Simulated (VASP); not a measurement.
# W (Fm-3m) in VASP: further runs

Runs on W. Level: r2SCAN. Tasks: single point, relaxation of cell and atoms.

Program: VASP 6.6.1. These are calculated values, not measurements. Logs are shortened: lines on timing, memory, paths and dates and some standing lists are left out, and cuts for length are marked.

## (1) The cell of the first run

Symmetry: Fm-3m, No. 225, cubic system. The conventional cell has a = 4.017 Å, b = 4.017 Å, c = 4.017 Å, α = 90.00°, β = 90.00°, γ = 90.00°. W (site symmetry m-3m) has 12 W at 2.84 Å within 3.7 Å.

## (2) Single point, r2SCAN

Input file POSCAR:

```
W
1.0
    0.0000000000      2.0085762223      2.0085762223
    2.0085762223      0.0000000000      2.0085762223
    2.0085762223      2.0085762223      0.0000000000
W
1
Direct
    0.0000000000      0.0000000000      0.0000000000
```

Input file INCAR.step1:

```
PREC = Accurate ; ENCUT = 520
ISMEAR = 0 ; SIGMA = 0.1
LREAL = F ; LASPH = T
NELM = 80 ; NBANDS = 13
GGA = PE ; ALGO = Normal
EDIFF = 1E-4 ; LWAVE = T
LCHARG = F
```

Input file INCAR.step2:

```
PREC = Accurate ; ENCUT = 520
EDIFF = 1E-7 ; ISMEAR = 0
SIGMA = 0.1 ; LREAL = F
LASPH = T ; NELM = 80
ALGO = Normal ; ISIF = 2
LWAVE = F ; LCHARG = F
METAGGA = R2SCAN ; LMIXTAU = T
NBANDS = 13 ; ISTART = 1
```

Input file KPOINTS:

```
regular mesh
0
Gamma
  18 18 18
```

Potentials or basis: VASP PAW PBE potentials, release 64 (W_sv).

The run is started by

```sh
$ cat potpaw_PBE.64/W_sv/POTCAR > POTCAR
$ cp INCAR.step1 INCAR
$ mpirun -np 1 vasp_std > vasp.out
$ cp INCAR.step2 INCAR
$ mpirun -np 1 vasp_std > vasp.out
```

OUTCAR:

```text
PREC = Accurate
   ENCUT = 520
   EDIFF = 1E-7
   ISMEAR = 0
   LREAL = F
   LASPH = T
   NELM = 80
   ISIF = 2
   METAGGA = R2SCAN
   ISTART = 1

 ion  position               nearest neighbor table
   1  0.000  0.000  0.000-

  LATTYP: Found a face centered cubic cell.
 ALAT       =     4.0171524446

  Lattice vectors:

 A1 = (   0.0000000000,   2.0085762223,   2.0085762223)
 A2 = (   2.0085762223,   0.0000000000,   2.0085762223)
 A3 = (   2.0085762223,   2.0085762223,   0.0000000000)

Analysis of symmetry for initial positions (statically):
=====================================================================
 Subroutine PRICEL returns:
 Original cell was already a primitive cell.

 Routine SETGRP: Setting up the symmetry group for a
 face centered cubic supercell.

 Subroutine GETGRP returns: Found 48 space group operations
 (whereof 48 operations were pure point group operations)
 out of a pool of 48 trial point group operations.

The static configuration has the point symmetry O_h .

Analysis of symmetry for dynamics (positions and initial velocities):
=====================================================================
 Subroutine PRICEL returns:
 Original cell was already a primitive cell.

 Routine SETGRP: Setting up the symmetry group for a
 face centered cubic supercell.

 Subroutine GETGRP returns: Found 48 space group operations
 (whereof 48 operations were pure point group operations)
 out of a pool of 48 trial point group operations.

The dynamic configuration has the point symmetry O_h .

 Subroutine INISYM returns: Found 48 space group operations
 (whereof 48 operations are pure point group operations),
 and found     1 'primitive' translations

----------------------------------------------------------------------------------------

                                     Primitive cell

  volume of cell :      16.2067

  direct lattice vectors                    reciprocal lattice vectors
     0.000000000  2.008576222  2.008576222    -0.248932550  0.248932550  0.248932550
     2.008576222  0.000000000  2.008576222     0.248932550 -0.248932550  0.248932550
     2.008576222  2.008576222  0.000000000     0.248932550  0.248932550 -0.248932550

  length of vectors
     2.840555735  2.840555735  2.840555735     0.431163823  0.431163823  0.431163823

  position of ions in fractional coordinates (direct lattice)
     0.000000000  0.000000000  0.000000000

  ion indices of the primitive-cell ions
   primitive index   ion index
                 1           1

----------------------------------------------------------------------------------------

 KPOINTS: regular mesh

Automatic generation of k-mesh.
 Grid dimensions read from file:
 generate k-points for:   18   18   18

 Generating k-lattice:

  Cartesian coordinates                     Fractional coordinates (reciprocal lattice)
    -0.013829586  0.013829586  0.013829586     0.055555556  0.000000000  0.000000000
     0.013829586 -0.013829586  0.013829586     0.000000000  0.055555556  0.000000000
     0.013829586  0.013829586 -0.013829586     0.000000000  0.000000000  0.055555556

  Length of vectors
     0.023953546  0.023953546  0.023953546

  Shift w.r.t. Gamma in fractional coordinates (k-lattice)
     0.000000000  0.000000000  0.000000000

 Subroutine IBZKPT returns following result:
 ===========================================

 Found    195 irreducible k-points:

 Following reciprocal coordinates:
            Coordinates               Weight
  0.000000  0.000000  0.000000      1.000000
  0.055556  0.000000  0.000000      8.000000
  0.111111  0.000000  0.000000      8.000000
  0.166667  0.000000  0.000000      8.000000
  0.222222  0.000000  0.000000      8.000000
  0.277778  0.000000  0.000000      8.000000
[... 16 lines left out ...]
 -0.277778  0.055556  0.000000     24.000000
 -0.222222  0.055556  0.000000     24.000000
 [... further k-points ...]
   k-points           NKPTS =    195   k-points in BZ     NKDIM =    195   number of bands    NBANDS=     13
   number of dos      NEDOS =    301   number of ions     NIONS =      1
   total plane-waves  NPLWV =  13824
   dimension x,y,z NGX =    24 NGY =   24 NGZ =   24
   dimension x,y,z NGXF=    48 NGYF=   48 NGZF=   48
   ions per type =               1
   NGX,Y,Z   is equivalent  to a cutoff of  14.05, 14.05, 14.05 a.u.
   NGXF,Y,Z  is equivalent  to a cutoff of  28.09, 28.09, 28.09 a.u.
 SYSTEM =  unknown system
   PREC   = accura    normal or accurate (medium, high low for compatibility)
   ISTART =      1    job   : 0-new  1-cont  2-samecut
   ICHARG =      0    charge: 1-file 2-atom 10-const
   ISPIN  =      1    spin polarized calculation?
   LNONCOLLINEAR =      F non collinear calculations
   LSORBIT =      F    spin-orbit coupling
   LASPH  =      T    aspherical Exc in radial PAW
   ENCUT  =  520.0 eV  38.22 Ry    6.18 a.u.   5.28  5.28  5.28*2*pi/ulx,y,z
   NELM   =     80;   NELMIN=  2; NELMDL=  0     # of ELM steps
   EDIFF  = 0.1E-06   stopping-criterion for ELM
   LREAL  =      F    real-space projection
   EDIFFG = 0.1E-05   stopping-criterion for IOM
   NSW    =      0    number of steps for IOM
   IBRION =     -1    ionic relax: 0-MD 1-quasi-New 2-CG
   NFREE  =      0    steps in history (QN), initial steepest desc. (CG)
   ISIF   =      2    stress and relaxation
   ISYM   =      2    0-nonsym 1-usesym 2-fastsym
   POTIM  = 0.5000    time-step for ionic-motion
   TEBEG  =    0.0;   TEEND  =   0.0 temperature during run
   PSTRESS=    0.0 pullay stress
   NELECT =      14.0000    total number of electrons
   NUPDOWN=      -1.0000    fix difference up-down
   EMIN   =  10.00;   EMAX   =-10.00  energy-range for DOS
   EFERMI =   0.00;   METHOD = LEGACY
   ISMEAR =     0;   SIGMA  =   0.10  broadening in eV -4-tet -1-fermi 0-gaus
   EFERMI_NEDOS =   21; number of points for ismear=-14 and -15
   IALGO  =     38    algorithm
   IMIX   =      4    mixing-type and parameters
     AMIX     =   0.40;   BMIX     =  1.00
     AMIX_MAG =   1.60;   BMIX_MAG =  1.00
  volume/ion in A,a.u.               =      16.21       109.37
  Fermi-wavevector in a.u.,A,eV,Ry     =   1.559143  2.946352 33.074755  2.430926
  Thomas-Fermi vector in A             =   2.662544
   LORBIT       =      0    0 simple, 1 ext, 2 COOP (PROOUT), +10 PAW based schemes
   METAGGA = R2SCAN    functional components
   LHFCALC =     F    Hartree Fock is set to
   AEXX    =    0.0000 exact exchange contribution
   IVDW    =     0    specifies the selected vdW correction
   LEPSILON=     F    determine dielectric tensor
   LRPA    =     F    only Hartree local field effects (RPA)
 non-spin polarized calculation
 Gauss-broadening in eV      SIGMA  =   0.10
  energy-cutoff  :      520.00
  volume of cell :       16.21
 maximum number of plane-waves:       448
 NGX is ok and might be reduce to    24
   NGX = 11   NGY = 11   NGZ = 11

 number of electron      14.0000001 magnetization

 Free energy of the ion-electron system (eV)
  ---------------------------------------------------
  ext. energy  EPLUGINS =         0.00000000
  ---------------------------------------------------
  free energy    TOTEN  =       -50.80030814 eV

  energy without entropy =      -50.79486299  energy(sigma->0) =      -50.79758556

 E-fermi :  10.5099     XC(G=0): -14.8100

 val. band max:       10.5085045143   @ k =   0.2778   0.0556   0.0000
 cond. band min:      10.5158522070   @ k =  -0.3889   0.1667   0.0556
 fundamental gap:      0.0073476927
 Fermi energy:        10.5098993185

 k-point     1 :       0.0000    0.0000    0.0000
  band No.  band energies     occupation
      1     -65.0780      2.00000
      2     -27.9962      2.00000
      3     -27.9962      2.00000
      4     -27.9962      2.00000
      5       0.9643      2.00000
      6       9.9087      2.00000
      7       9.9087      2.00000
      8       9.9087      2.00000
      9      13.3543      0.00000
     10      13.3543      0.00000
     11      23.8912      0.00000
     12      29.6292      0.00000
     13      29.6292      0.00000

 k-point     2 :       0.0556    0.0000    0.0000
  band No.  band energies     occupation
      1     -65.0742      2.00000
      2     -28.0376      2.00000
      3     -28.0014      2.00000
      4     -28.0014      2.00000
      5       1.1086      2.00000
      6       9.7918      2.00000
      7       9.9765      2.00000
      8       9.9765      2.00000
      9      13.2906      0.00000
     10      13.2906      0.00000
     11      24.1847      0.00000
     12      28.9437      0.00000
     13      29.8979      0.00000

 k-point     3 :       0.1111    0.0000    0.0000
  band No.  band energies     occupation
      1     -65.0633      2.00000
      2     -28.1554      2.00000
      3     -28.0163      2.00000
      4     -28.0163      2.00000
      5       1.5258      2.00000
      6       9.4901      2.00000
      7      10.1547      2.00000
      8      10.1547      2.00000
      9      13.1453      0.00000
     10      13.1453      0.00000
     11      24.9730      0.00000
     12      27.6753      0.00000
     13      30.6761      0.00000
[... 305 lines left out ...]
 k-point    23 :      -0.2778    0.0556    0.0000
  band No.  band energies     occupation
      1     -64.9942      2.00000
      2     -28.8350      2.00000
      3     -28.1498      2.00000
      4     -28.0931      2.00000
      5       3.9961      2.00000
      6       8.7925      2.00000
      7      10.1837      2.00000
      8      10.3716      1.94954
      9      13.3676      0.00000
     10      14.5044      0.00000
     11      23.7173      0.00000
     12      27.8968      0.00000
     13      33.1273      0.00000

 k-point    24 :      -0.2222    0.0556    0.0000
  band No.  band energies     occupation
      1     -65.0159      2.00000
      2     -28.6236      2.00000
      3     -28.1195      2.00000
      4     -28.0630      2.00000
      5       3.3077      2.00000
      6       8.6986      2.00000
      7      10.3755      1.94273
      8      10.5364      0.70748
      9      12.7954      0.00000
     10      13.8805      0.00000
     11      24.6641      0.00000
     12      28.1666      0.00000
     13      32.8321      0.00000

 [... further k-points ...]

------------------------ aborting loop because EDIFF is reached ----------------------------------------

  FORCE on cell =-STRESS in cart. coord.  units (eV):
  Direction    XX          YY          ZZ          XY          YZ          ZX
  --------------------------------------------------------------------------------------
  -------------------------------------------------------------------------------------
  Total        0.1109779      0.1109779      0.1109779      0.0000000     -0.0000000      0.0000000
  in kB       10.9711471     10.9711471     10.9711471      0.0000000     -0.0000000      0.0000000
  external PRESSURE =      10.9711471 kB  Pullay stress =       0.0000000 kB

 VOLUME and BASIS-vectors are now :
 -----------------------------------------------------------------------------
  energy-cutoff  :      520.00
  volume of cell :       16.21
      direct lattice vectors                 reciprocal lattice vectors
     0.000000000  2.008576222  2.008576222    -0.248932550  0.248932550  0.248932550
     2.008576222  0.000000000  2.008576222     0.248932550 -0.248932550  0.248932550
     2.008576222  2.008576222  0.000000000     0.248932550  0.248932550 -0.248932550

 POSITION                                       TOTAL-FORCE (eV/Angst)
 -----------------------------------------------------------------------------------
      0.00000      0.00000      0.00000        -0.000000     -0.000000     -0.000000
 -----------------------------------------------------------------------------------
    total drift:                               -0.000000      0.000000     -0.000000

  FREE ENERGIE OF THE ION-ELECTRON SYSTEM (eV)
  ---------------------------------------------------
  free  energy   TOTEN  =       -50.8003081352 eV

  energy  without entropy=      -50.7948629894  energy(sigma->0) =      -50.79758556
```

It took 79 s on 1 thread of Intel Xeon Platinum 8488C (Sapphire Rapids), shared host; peak memory 0.17 GiB.

What came out:

```yaml
Free_energy: -50.8003 eV
Pressure: 1.1 GPa
Band_gap_on_the_k_mesh: zero (band 7 reaches 13.60 eV, above the bottom of band 8 at 9.91 eV)
```

Caveat: the PAW data sets were made with another functional, which shifts forces and pressure a little; spin-orbit coupling is left out, which moves the levels of the heavy elements.

[end of part 1 of 2]
